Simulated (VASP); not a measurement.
**Se: single point with PBE**

Crystal: Se.

```xyz
3
Lattice="-2.6585 2.6588 2.6589 2.6585 -2.6588 2.6589 2.6585 2.6588 -2.6589" Properties=species:S:1:pos:R:3 pbc="T T T"
Se    0.0000    0.0000    2.6589
Se    2.6585    0.0000    0.0000
Se    0.0000    2.6588    0.0000
```

```yaml
Program: VASP 6.6.1
Task: single point
Functional: PBE
Potentials_or_basis: VASP PAW PBE potentials, release 64 (Se)
Cutoff: 520 eV
k_mesh: 6 × 6 × 6
Occupations: gaussian, width 0.1 eV
Spin: no spin polarisation
Dipole_correction: no
Further_INCAR_settings: ALGO = Normal; EDIFF = 1e-06; NBANDS = 16
```

```
Pressure               : 0.0 GPa
Band gap on the k mesh : zero (band 9 reaches 3.21 eV, above the bottom of band 10 at 2.78 eV)
```

Levels at points of the mesh, in eV from the Fermi level:
| k point | band 5 | band 6 | band 7 | band 8 | band 9 | band 10 | band 11 | band 12 | band 13 | band 14 |
| --- | --- | --- | --- | --- | --- | --- | --- | --- | --- | --- |
| (0.00, 0.00, 0.00) | -4.98 | -4.98 | -1.15 | -1.15 | -1.15 | 4.67 | 4.67 | 4.67 | 4.70 | 4.70 |
| (0.50, 0.00, 0.00) | -2.94 | -1.99 | -1.75 | -1.27 | -0.97 | -0.20 | 0.62 | 4.68 | 8.12 | 8.27 |
| (0.00, 0.50, 0.00) | -2.94 | -1.98 | -1.75 | -1.27 | -0.97 | -0.20 | 0.62 | 4.68 | 8.12 | 8.27 |
| (0.50, 0.50, 0.00) | -2.94 | -1.98 | -1.75 | -1.27 | -0.97 | -0.20 | 0.62 | 4.68 | 8.12 | 8.27 |
| (0.50, 0.50, 0.50) | -6.12 | -6.12 | -0.24 | -0.24 | -0.24 | 4.92 | 4.92 | 4.92 | 6.00 | 7.99 |

Wall time 36 s on 1 thread of Intel(R) Xeon(R) Platinum 8259CL CPU @ 2.50GHz (Skylake/Cascade Lake), with other jobs on the host, peak memory 0.21 GiB.
